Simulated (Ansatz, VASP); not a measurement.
## Two plane-wave programs on CaCu4Bi

```
CELL_PARAMETERS angstrom
0.00000 3.72549 3.72549
3.72549 0.00000 3.72549
3.72549 3.72549 0.00000
ATOMIC_POSITIONS crystal
Ca 0.00000 0.00000 0.00000
Cu 0.87724 0.37425 0.37425
Cu 0.37425 0.37425 0.37425
Cu 0.37425 0.87724 0.37425
Cu 0.37425 0.37425 0.87724
Bi 0.75000 0.75000 0.75000
```

Change from the starting cell: species swapped into the TbCu4Ag type (F-43m, No. 216).

Alike in both runs: functional PBE; k mesh 4 × 4 × 4; occupations gaussian, width 0.1 eV; no spin polarisation.

Ansatz relaxed the structure, and its values are those at the end. VASP's run is a single point on that final structure, the one shown.

```csv
,VASP,Ansatz
version,VASP 6.6.1,Ansatz 0.2.0
potentials or method,"VASP PAW PBE potentials, release 64 (Ca_sv, Cu, Bi_d), cutoff 520 eV","scalar-relativistic, plane waves, PAW"
valence electrons in the cell,69,101
```

```tsv
	VASP	Ansatz	Ansatz less VASP
gap on the k mesh at the Fermi level (eV)	none	none	-
pressure (GPa)	0.4	0.0	-0.39
```

A gap of «none» marks a metal or a gap that the smearing closes. VASP's potentials hold 69 valence electrons a cell and Ansatz's 101, so a difference there can come from the potentials and not from the codes.

The k mesh is coarse, so the values compare programs but aren't converged. Neither program's run includes spin-orbit coupling.
